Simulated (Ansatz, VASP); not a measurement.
# One calculation of Ga, two programs

```
Ga
1.0
    -1.48421    1.48421    1.48421
     1.48421   -1.48421    1.48421
     1.48421    1.48421   -1.48421
Ga
1
Direct
  0.00000 0.00000 0.00000
```

Change from the starting cell: volume scaled by 0.68, PAW files.

Alike in both runs: task single point; functional PBE; k mesh 16 × 16 × 16; occupations fermi-dirac, width 0.08 eV; no spin polarisation.

|  | VASP | Ansatz |
| --- | --- | --- |
| version | VASP 6.6.1 | Ansatz 0.2.0 |
| potentials or method | VASP PAW PBE potentials, release 64 (Ga_d) | PAW with Ansatz's default frozen-core files, scalar-relativistic |
| plane-wave cutoff (eV) | 520 | 420 |
| valence electrons in the cell | 13 | 13 |

|  | VASP | Ansatz | Ansatz less VASP |
| --- | --- | --- | --- |
| pressure (GPa) | 47.2 | 46.9 | -0.37 |

Both programs put the cell under a high pressure, so it lies far from rest at this level. With one functional, cell and mesh, what is left measures potentials, basis and numerics.
